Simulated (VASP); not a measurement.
Crystal: Ti.

```
Ti
1.0
     3.00786    0.00000    0.00000
    -1.50393    2.60488    0.00000
     0.00000    0.00000    4.77179
Ti
2
Direct
  0.66667 0.33333 0.75000
  0.33333 0.66667 0.25000
```

This cell differs from its parent crystal: volume scaled by 1.06.

Program: VASP 6.6.1. Alike in all runs: task single point; no spin polarisation; cell as given; k mesh 10 × 10 × 6; cutoff (eV) 520; smearing fermi-dirac 0.05 eV.

Task: Order these runs on this cell by their pressure, lowest first.
A. level LDA; potentials or basis VASP PAW LDA potentials, release 64 (Ti_sv)
B. level r2SCAN; potentials or basis VASP PAW PBE potentials, release 64 (Ti_sv)
C. level PBEsol; potentials or basis VASP PAW PBE potentials, release 64 (Ti_sv)

Result: A (-14.4 GPa), C (-11.0 GPa), B (-7.6 GPa).

Caveats: the PAW data sets were made with another functional, which shifts forces and pressure a little (some runs).
